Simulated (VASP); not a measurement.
# BiN (P-6m2) in VASP: single point with HSE06

Aim: the single point of BiN with HSE06.

All numbers are computed with VASP 6.6.1; they aren't measurements. Logs are shortened: lines on timing, memory, paths and dates and some standing lists are left out, and cuts for length are marked.

### Step 1. The cell of the first run

Symmetry: P-6m2, No. 187, hexagonal system. The conventional cell has a = 3.489 Å, b = 3.489 Å, c = 3.265 Å, α = 90.00°, β = 90.00°, γ = 120.00°. Bi (site symmetry -6m2) has 6 N at 2.59 Å and 8 Bi at 3.27 to 3.49 Å within 3.5 Å. N (site symmetry -6m2) has 6 Bi at 2.59 Å and 8 N at 3.27 to 3.49 Å within 3.5 Å.

### Step 2. Single point, HSE06

The input, POSCAR:

```
BiN
1.0
    3.4893699739      0.0000000000      0.0000000000
   -1.7446849870      3.0218830406      0.0000000000
    0.0000000000      0.0000000000      3.2651770091
Bi N
1 1
Direct
    0.0000000000      0.0000000000      0.0000000000
    0.6666666667      0.3333333333      0.5000000000
```

The input, INCAR.step1:

```
  ALGO = Normal
  EDIFF = 1E-5
  ENCUT = 520
  GGA = PE
  ISIF = 2
  ISMEAR = 0
  KPAR = 4
  LASPH = True
  LCHARG = False
  LREAL = False
  LWAVE = True
  NBANDS = 17
  NELM = 60
  PREC = Accurate
  SIGMA = 0.05
```

The input, INCAR.step2:

```
  ALGO = Normal
  EDIFF = 1E-6
  ENCUT = 520
  GGA = PE
  HFSCREEN = 0.2079
  ISIF = 2
  ISMEAR = 0
  ISTART = 1
  KPAR = 4
  LASPH = True
  LCHARG = False
  LHFCALC = True
  LREAL = False
  LWAVE = False
  NBANDS = 17
  NELM = 60
  PREC = Accurate
  PRECFOCK = Normal
  SIGMA = 0.05
```

The input, KPOINTS:

```
k-points
0
Gamma
  8 8 6
```

Potentials or basis: VASP PAW PBE potentials, release 64 (Bi_d, N).

Command:

```bash
$ cat potpaw_PBE.64/Bi_d/POTCAR potpaw_PBE.64/N/POTCAR > POTCAR
$ cp INCAR.step1 INCAR
$ mpirun -np 4 vasp_std > vasp.out
$ cp INCAR.step2 INCAR
$ mpirun -np 4 vasp_std > vasp.out
```

OUTCAR:

```text
EDIFF = 1E-6
   ENCUT = 520
   GGA = PE
   HFSCREEN = 0.2079
   ISIF = 2
   ISMEAR = 0
   ISTART = 1
   LASPH = True
   LHFCALC = True
   LREAL = False
   NELM = 60
   PREC = Accurate
   PRECFOCK = Normal

 ion  position               nearest neighbor table
   1  0.000  0.000  0.000-   2 2.59   2 2.59   2 2.59   2 2.59   2 2.59   2 2.59
   2  0.667  0.333  0.500-   1 2.59   1 2.59   1 2.59   1 2.59   1 2.59   1 2.59

  LATTYP: Found a hexagonal cell.
 ALAT       =     3.4893699739
 C/A-ratio  =     0.9357497295

  Lattice vectors:

 A1 = (   3.4893699739,   0.0000000000,   0.0000000000)
 A2 = (  -1.7446849870,   3.0218830406,   0.0000000000)
 A3 = (   0.0000000000,   0.0000000000,   3.2651770091)

Analysis of symmetry for initial positions (statically):
=====================================================================
 Subroutine PRICEL returns:
 Original cell was already a primitive cell.

 Routine SETGRP: Setting up the symmetry group for a
 hexagonal supercell.

 Subroutine GETGRP returns: Found 12 space group operations
 (whereof 12 operations were pure point group operations)
 out of a pool of 24 trial point group operations.

The static configuration has the point symmetry D_3h.

Analysis of symmetry for dynamics (positions and initial velocities):
=====================================================================
 Subroutine PRICEL returns:
 Original cell was already a primitive cell.

 Routine SETGRP: Setting up the symmetry group for a
 hexagonal supercell.

 Subroutine GETGRP returns: Found 12 space group operations
 (whereof 12 operations were pure point group operations)
 out of a pool of 24 trial point group operations.

The dynamic configuration has the point symmetry D_3h.

 Subroutine INISYM returns: Found 12 space group operations
 (whereof 12 operations are pure point group operations),
 and found     1 'primitive' translations

----------------------------------------------------------------------------------------

                                     Primitive cell

  volume of cell :      34.4296

  direct lattice vectors                    reciprocal lattice vectors
     3.489369974  0.000000000  0.000000000     0.286584686  0.165459746  0.000000000
    -1.744684987  3.021883041  0.000000000     0.000000000  0.330919492  0.000000000
     0.000000000  0.000000000  3.265177009     0.000000000  0.000000000  0.306262110

  length of vectors
     3.489369974  3.489369974  3.265177009     0.330919492  0.330919492  0.306262110

  position of ions in fractional coordinates (direct lattice)
     0.000000000  0.000000000  0.000000000
     0.666666667  0.333333333  0.500000000

  ion indices of the primitive-cell ions
   primitive index   ion index
                 1           1
                 2           2

----------------------------------------------------------------------------------------

 KPOINTS: k-points

Automatic generation of k-mesh.
 Grid dimensions read from file:
 generate k-points for:    8    8    6

 Generating k-lattice:

  Cartesian coordinates                     Fractional coordinates (reciprocal lattice)
     0.035823086  0.020682468  0.000000000     0.125000000  0.000000000  0.000000000
     0.000000000  0.041364936  0.000000000     0.000000000  0.125000000  0.000000000
     0.000000000  0.000000000  0.051043685     0.000000000  0.000000000  0.166666667

  Length of vectors
     0.041364936  0.041364936  0.051043685

  Shift w.r.t. Gamma in fractional coordinates (k-lattice)
     0.000000000  0.000000000  0.000000000

 Subroutine IBZKPT returns following result:
 ===========================================

 Found     40 irreducible k-points:

 Following reciprocal coordinates:
            Coordinates               Weight
  0.000000  0.000000  0.000000      1.000000
  0.125000  0.000000  0.000000      6.000000
  0.250000  0.000000  0.000000      6.000000
  0.375000  0.000000  0.000000      6.000000
  0.500000  0.000000  0.000000      3.000000
  0.125000  0.125000  0.000000      6.000000
[... 16 lines left out ...]
  0.250000  0.000000  0.333333     12.000000
  0.375000  0.000000  0.333333     12.000000
 [... further k-points ...]
   k-points           NKPTS =     40   k-points in BZ     NKDIM =    384   number of bands    NBANDS=     17
   number of dos      NEDOS =    301   number of ions     NIONS =      2
   total plane-waves  NPLWV =  18816
   dimension x,y,z NGX =    28 NGY =   28 NGZ =   24
   dimension x,y,z NGXF=    56 NGYF=   56 NGZF=   48
   ions per type =               1   1
   NGX,Y,Z   is equivalent  to a cutoff of  13.34, 13.34, 12.22 a.u.
   NGXF,Y,Z  is equivalent  to a cutoff of  26.68, 26.68, 24.44 a.u.
 SYSTEM =  unknown system
   PREC   = accura    normal or accurate (medium, high low for compatibility)
   ISTART =      1    job   : 0-new  1-cont  2-samecut
   ICHARG =      0    charge: 1-file 2-atom 10-const
   ISPIN  =      1    spin polarized calculation?
   LNONCOLLINEAR =      F non collinear calculations
   LSORBIT =      F    spin-orbit coupling
   LASPH  =      T    aspherical Exc in radial PAW
   ENCUT  =  520.0 eV  38.22 Ry    6.18 a.u.   6.49  6.49  6.07*2*pi/ulx,y,z
   NELM   =     60;   NELMIN=  2; NELMDL=  0     # of ELM steps
   EDIFF  = 0.1E-05   stopping-criterion for ELM
   LREAL  =      F    real-space projection
   EDIFFG = 0.1E-04   stopping-criterion for IOM
   NSW    =      0    number of steps for IOM
   IBRION =     -1    ionic relax: 0-MD 1-quasi-New 2-CG
   NFREE  =      0    steps in history (QN), initial steepest desc. (CG)
   ISIF   =      2    stress and relaxation
   ISYM   =      3    0-nonsym 1-usesym 2-fastsym
   POTIM  = 0.5000    time-step for ionic-motion
   TEBEG  =    0.0;   TEEND  =   0.0 temperature during run
   PSTRESS=    0.0 pullay stress
   NELECT =      20.0000    total number of electrons
   NUPDOWN=      -1.0000    fix difference up-down
   EMIN   =  10.00;   EMAX   =-10.00  energy-range for DOS
   EFERMI =   0.00;   METHOD = LEGACY
   ISMEAR =     0;   SIGMA  =   0.05  broadening in eV -4-tet -1-fermi 0-gaus
   EFERMI_NEDOS =   21; number of points for ismear=-14 and -15
   IALGO  =     38    algorithm
   IMIX   =      1    mixing-type and parameters
     AMIX     =   0.40;   BMIX     =  1.00
     AMIX_MAG =   1.60;   BMIX_MAG =  1.00
  volume/ion in A,a.u.               =      17.21       116.17
  Fermi-wavevector in a.u.,A,eV,Ry     =   1.365970  2.581308 25.386742  1.865873
  Thomas-Fermi vector in A             =   2.492151
   LORBIT       =      0    0 simple, 1 ext, 2 COOP (PROOUT), +10 PAW based schemes
   GGA     = PE    functional components
   LHFCALC =     T    Hartree Fock is set to
   PRECFOCK=normal    Normal, Fast or Accurate (Low or Medium for compatibility)
   ENCUT4O =  -1.0   cutoff for four orbital integrals eV
   NKREDX  =     1    reduce k-point grid by
   NKREDY  =     1    reduce k-point grid by
   NKREDZ  =     1    reduce k-point grid by
   AEXX    =    0.2500 exact exchange contribution
   HFSCREEN=    0.2079 screening length (either q_TF or 0.3 A-1)
   HFSCREENC=   0.2079 screening length for correlation (either q_TF or 0.3 A-1)
   ENCUTFOCK=  -1.0 apply spherical cutoff to Coloumb kernel
   IVDW    =     0    specifies the selected vdW correction
   LEPSILON=     F    determine dielectric tensor
   LRPA    =     F    only Hartree local field effects (RPA)
 non-spin polarized calculation
 Gauss-broadening in eV      SIGMA  =   0.05
  energy-cutoff  :      520.00
  volume of cell :       34.43
 maximum number of plane-waves:       960
 NGX is ok and might be reduce to    28
  NGX = 20; NGY = 20; NGZ = 20

 number of electron      20.0000000 magnetization

 Free energy of the ion-electron system (eV)
  ---------------------------------------------------
  ext. energy  EPLUGINS =         0.00000000
  ---------------------------------------------------
  free energy    TOTEN  =       -12.39345088 eV

  energy without entropy =      -12.39317180  energy(sigma->0) =      -12.39331134

 E-fermi :   8.1221     XC(G=0):  -9.1982

 val. band max:        8.0003655231   @ k =   0.1250   0.0000   0.3333
 cond. band min:       8.1561942703   @ k =   0.1250   0.0000   0.5000
 fundamental gap:      0.1558287472
 Fermi energy:         8.1220736491

 k-point     1 :       0.0000    0.0000    0.0000
  band No.  band energies     occupation
      1     -17.1757      2.00000
      2     -17.0539      2.00000
      3     -17.0539      2.00000
      4     -16.8605      2.00000
      5     -16.8605      2.00000
      6      -9.8286      2.00000
[... 9 lines left out ...]
     16      23.1072      0.00000
     17      23.1072      0.00000

 k-point     2 :       0.1250    0.0000    0.0000
  band No.  band energies     occupation
      1     -17.1652      2.00000
      2     -17.0585      2.00000
      3     -17.0312      2.00000
      4     -16.8715      2.00000
      5     -16.8628      2.00000
      6      -9.6005      2.00000
[... 9 lines left out ...]
     16      22.5298      0.00000
     17      22.9793      0.00000

 k-point     3 :       0.2500    0.0000    0.0000
  band No.  band energies     occupation
      1     -17.1479      2.00000
      2     -17.0624      2.00000
      3     -16.9759      2.00000
      4     -16.8977      2.00000
      5     -16.8684      2.00000
      6      -8.9469      2.00000
[... 9 lines left out ...]
     16      23.1471      0.00000
     17      23.9475      0.00000

 k-point     4 :       0.3750    0.0000    0.0000
  band No.  band energies     occupation
      1     -17.1468      2.00000
      2     -17.0512      2.00000
      3     -16.9236      2.00000
      4     -16.9199      2.00000
      5     -16.8740      2.00000
      6      -8.0239      2.00000
[... 9 lines left out ...]
     16      23.6090      0.00000
     17      24.1119      0.00000
[... 343 lines left out ...]
      1     -17.0455      2.00000
      2     -17.0182      2.00000
      3     -16.9644      2.00000
      4     -16.9497      2.00000
      5     -16.9349      2.00000
      6      -8.1927      2.00000
[... 9 lines left out ...]
     16      21.1997      0.00000
     17      21.6793      0.00000

 k-point    23 :       0.2500    0.0000    0.3333
  band No.  band energies     occupation
      1     -17.0641      2.00000
      2     -16.9943      2.00000
      3     -16.9661      2.00000
      4     -16.9429      2.00000
      5     -16.9234      2.00000
      6      -7.6322      2.00000
[... 9 lines left out ...]
     16      22.2694      0.00000
     17      23.8674      0.00000

 k-point    24 :       0.3750    0.0000    0.3333
  band No.  band energies     occupation
      1     -17.0854      2.00000
      2     -17.0363      2.00000
      3     -16.9529      2.00000
      4     -16.9115      2.00000
      5     -16.8819      2.00000
      6      -6.9277      2.00000
[... 9 lines left out ...]
     16      23.8929      0.00000
     17      26.0598      0.00000

 [... further k-points ...]

------------------------ aborting loop because EDIFF is reached ----------------------------------------

  FORCE on cell =-STRESS in cart. coord.  units (eV):
  Direction    XX          YY          ZZ          XY          YZ          ZX
  --------------------------------------------------------------------------------------
  -------------------------------------------------------------------------------------
  Total       -0.8809328     -0.8809328     -1.1233285      0.0000000      0.0000000     -0.0000000
  in kB      -40.9941563    -40.9941563    -52.2740252      0.0000000      0.0000000     -0.0000000
  external PRESSURE =     -44.7541126 kB  Pullay stress =       0.0000000 kB

 VOLUME and BASIS-vectors are now :
 -----------------------------------------------------------------------------
  energy-cutoff  :      520.00
  volume of cell :       34.43
      direct lattice vectors                 reciprocal lattice vectors
     3.489369974  0.000000000  0.000000000     0.286584686  0.165459746  0.000000000
    -1.744684987  3.021883041  0.000000000     0.000000000  0.330919492  0.000000000
     0.000000000  0.000000000  3.265177009     0.000000000  0.000000000  0.306262110

 POSITION                                       TOTAL-FORCE (eV/Angst)
 -----------------------------------------------------------------------------------
      0.00000      0.00000      0.00000         0.000000      0.000000      0.000000
      1.74468      1.00729      1.63259        -0.000000      0.000000      0.000000
 -----------------------------------------------------------------------------------
    total drift:                               -0.000000      0.000001     -0.000000

  FREE ENERGIE OF THE ION-ELECTRON SYSTEM (eV)
  ---------------------------------------------------
  free  energy   TOTEN  =       -12.3934508797 eV

  energy  without entropy=      -12.3931717972  energy(sigma->0) =      -12.39331134
```

Run time: 40 min. Hardware: 4 MPI ranks of AMD EPYC 7R43 (Zen 3), shared host; peak memory 0.25 GiB.

Results:

* Free energy: -12.3935 eV
* Pressure: -4.5 GPa
* Band gap on the k mesh: zero (bands 10 and 11 overlap by 1.65 eV)

Stress tensor (GPa, compression positive):
```
-4.10  0.00  0.00
 0.00 -4.10  0.00
 0.00  0.00 -5.23
```

Caveat: the cell stands under tension; the PAW data sets were made with another functional, which shifts forces and pressure a little; spin-orbit coupling is left out, which moves the levels of the heavy elements.

The gap in the log of VASP goes by the Fermi energy; the results here count the filled bands.